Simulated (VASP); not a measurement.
Runs of VASP 6.6.1 on MgSe. Symmetry: Fm-3m, No. 225, cubic system. Conventional cell: a = 5.473 Å, b = 5.473 Å, c = 5.473 Å, α = 90.00°, β = 90.00°, γ = 90.00°. Within 3.6 Å of Mg (site symmetry m-3m) lie 6 Se at 2.74 Å. Se (site symmetry m-3m) has 6 Mg at 2.74 Å within 3.6 Å. 

```tsv
task	level	cell	k mesh	cutoff (eV)	smearing	grid for exact exchange (PRECFOCK)	share of exact exchange	screening parameter	gap on the mesh (eV)	pressure (GPa)
dielectric tensor	PBE	as given	6 × 6 × 6	520	gaussian 0.01 eV	-	-	-	1.78	-
relaxation of cell and atoms	HSE06	relaxed	6 × 6 × 6	600	fermi-dirac 0.02 eV	Normal	0.25	0.2079 1/Å	(b)	0.0
single point	PBE	as given	4 × 4 × 4	600	gaussian 0.01 eV	-	-	-	1.75	1.5
single point	HF	as given	6 × 6 × 6	520	gaussian 0.01 eV	Normal	1	-	(a)	2.8
single point	PBE	as given	8 × 8 × 8	600	fermi-dirac 0.02 eV	-	-	-	1.78	1.1
```

Alike in all rows: potentials or basis VASP PAW PBE potentials, release 64 (Mg, Se); no spin polarisation.

Q: Estimate the missing entries.

A: (a) 8.61; (b) 2.64.

Caveats: some runs use coarse meshes; the PAW data sets were made with another functional, which shifts forces and pressure a little (at least some runs).

A k mesh can miss the band edges, and the runs leave out spin-orbit coupling on Se.
